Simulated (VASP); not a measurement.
Input of a VASP 6.6.1 run:

The input INCAR:

```
SYSTEM = Cl
ALGO = Normal
EDIFF = 1E-6
ENCUT = 520
GGA = PE
ISIF = 2
ISMEAR = -1
LASPH = .True.
LCHARG = .True.
LELF = .True.
LREAL = .False.
LVHAR = .True.
LWAVE = .False.
NBANDS = 14
NELM = 80
PREC = Accurate
SIGMA = 0.1
```

KPOINTS

```
k-points
0
Gamma
  11 11 11
  0 0 0
```

File POSCAR:

```
Cl
1.0
    0.0000000000      2.5720878620      2.5720878620
    2.5720878620      0.0000000000      2.5720878620
    2.5720878620      2.5720878620      0.0000000000
Cl
2
Direct
   -0.1250000000     -0.1250000000     -0.1250000000
    0.1250000000      0.1250000000      0.1250000000
```

Potentials or basis: VASP PAW PBE potentials, release 64 (Cl).

Launch:

```bash
$ cat potpaw_PBE.64/Cl/POTCAR > POTCAR
$ mpirun -np 1 vasp_std > vasp.out
```

Problem. Estimate the pressure.

Solution. 52.8 GPa.

Problem. Predict the band gap on the k mesh.

Solution. Zero (bands 7 and 8 overlap by 4.04 eV).

Caveat: the cell stands under pressure.
